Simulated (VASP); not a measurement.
Input of a VASP 6.6.1 run:

File INCAR:

```
SYSTEM = WS2
  ALGO = Normal
  DIPOL = 0.5 0.5 0.503
  EDIFF = 1E-6
  ENCUT = 400
  GGA = PE
  GGA_COMPAT = .FALSE.
  IDIPOL = 3
  ISIF = 2
  ISMEAR = 0
  LASPH = .TRUE.
  LCHARG = .TRUE.
  LDIPOL = .TRUE.
  LELF = .TRUE.
  LREAL = .FALSE.
  LVACPOTAV = .TRUE.
  LVHAR = .TRUE.
  LWAVE = .FALSE.
  NBANDS = 64
  NELM = 120
  NELMDL = -8
  PREC = Accurate
  SIGMA = 0.05
```

Contents of KPOINTS:

```
k-points
0
G
  18 18 1
  0 0 0
```

Contents of POSCAR:

```
WS2
1.0
    3.1832085600      0.0000000000      0.0000000000
   -1.5916042800      2.7567394800      0.0000000000
    0.0000000000      0.0000000000     60.9556468415
S W
8 4
Direct
    0.6666666668      0.3333333332      0.1394456534
    0.6666666668      0.3333333332      0.1906004109
    0.3333333332      0.6666666665      0.4211047447
    0.3333333332      0.6666666665      0.4722595022
    0.6666666668      0.3333333332      0.5409475296
    0.6666666668      0.3333333332      0.5925462177
    0.3333333332      0.6666666665      0.8091697926
    0.3333333332      0.6666666665      0.8607669337
    0.3333333332      0.6666666665      0.1650248464
    0.6666666668      0.3333333332      0.4466803092
    0.3333333332      0.6666666665      0.5667477531
    0.6666666668      0.3333333332      0.8349683606
```

Potentials or basis: VASP PAW PBE potentials, release 64 (S, W_sv).

Command:

```console
$ cat potpaw_PBE.64/S/POTCAR potpaw_PBE.64/W_sv/POTCAR > POTCAR
$ mpirun -np 1 vasp_std > vasp.out
```

Task: Predict the band gap on the k mesh.

Result: 1.69 eV (least direct gap 1.77 eV).

Task: Predict the largest force.

Result: 0.275 eV/Å.

Forces on the atoms (eV/Å):
```
S    0.000  0.000 -0.272
S    0.000  0.000  0.275
S    0.000  0.000 -0.275
S    0.000  0.000  0.272
S    0.000  0.000 -0.004
S    0.000  0.000  0.006
S    0.000  0.000 -0.006
S    0.000  0.000  0.006
W    0.000  0.000 -0.004
W    0.000  0.000  0.002
W    0.000  0.000  0.001
W    0.000  0.000  0.000
```

Caveat: spin-orbit coupling is left out, which moves the levels of the heavy elements.
